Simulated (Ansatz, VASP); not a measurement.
## One calculation of SnO, two programs

```
CELL_PARAMETERS angstrom
3.76398 0.00000 0.00000
0.00000 3.76398 0.00000
0.00000 0.00000 4.83600
ATOMIC_POSITIONS crystal
Sn 0.00000 0.50000 0.23850
Sn 0.50000 0.00000 0.76150
O 0.00000 0.00000 0.00000
O 0.50000 0.50000 0.00000
```

Change from the starting cell: equal xx and yy strain of -1 %.

Alike in both runs: task single point; functional PBEsol; k mesh 8 × 8 × 6; occupations fermi-dirac, width 0.01 eV; no spin polarisation.

```csv
,VASP,Ansatz
version,VASP 6.6.1,Ansatz 0.2.0
potentials or method,"VASP PAW PBE potentials, release 64 (Sn_d, O), cutoff 520 eV","all-electron LAPW, scalar-relativistic"
```

```csv
,VASP,Ansatz,Ansatz less VASP
pressure (GPa),2.4,2.1,-0.30
"traceless stress, the component that is largest in VASP (GPa)",-1.08,-1.09,-0.013
rms of the force components (eV/Å),0.165,0.127,-0.0385
```

VASP's potentials were made for PBE, not for PBEsol. Atom by atom the forces differ by 0.039 eV/Å (rms over components). Ansatz ran all-electron here, and VASP with PAW potentials.
